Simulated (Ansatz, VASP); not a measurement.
# SiO2: VASP beside Ansatz

```
Si O
1.0
     5.05968    0.00000    0.00000
    -2.52984    4.38181    0.00000
     0.00000    0.00000    5.48567
Si O
3 6
Direct
  0.00000 0.50000 0.33333
  0.50000 0.50000 0.66667
  0.50000 0.00000 0.00000
  0.58485 0.79243 0.83333
  0.79243 0.58485 0.50000
  0.79243 0.20757 0.16667
  0.41515 0.20757 0.83333
  0.20757 0.41515 0.50000
  0.20757 0.79243 0.16667
```

Change from the starting cell: strain along c alone, the other axes held, atoms relaxed: -1.0 %.

Alike in both runs: functional r2SCAN; k mesh 6 × 6 × 4; occupations gaussian, width 0.02 eV; no spin polarisation.

Ansatz relaxed the structure, and its values are those at the end. VASP's run is a single point on that final structure, the one shown.

|  | VASP | Ansatz |
| --- | --- | --- |
| version | VASP 6.6.1 | Ansatz 0.2.0 |
| potentials or method | VASP PAW PBE potentials, release 64 (Si, O), cutoff 520 eV | scalar-relativistic, plane waves, PAW |
| valence electrons in the cell | 48 | 48 |

```tsv
	VASP	Ansatz	Ansatz less VASP
gap on the k mesh at the Fermi level (eV)	6.34	6.34	+0.004
least direct gap on the mesh (eV)	6.55	6.55	+0.001
pressure (GPa)	1.7	1.5	-0.19
rms of the force components (eV/Å)	0.006	0.000	-0.0056
```

VASP's potentials were made for PBE, not for r2SCAN. Ansatz's warnings: stress scf threshold loose.
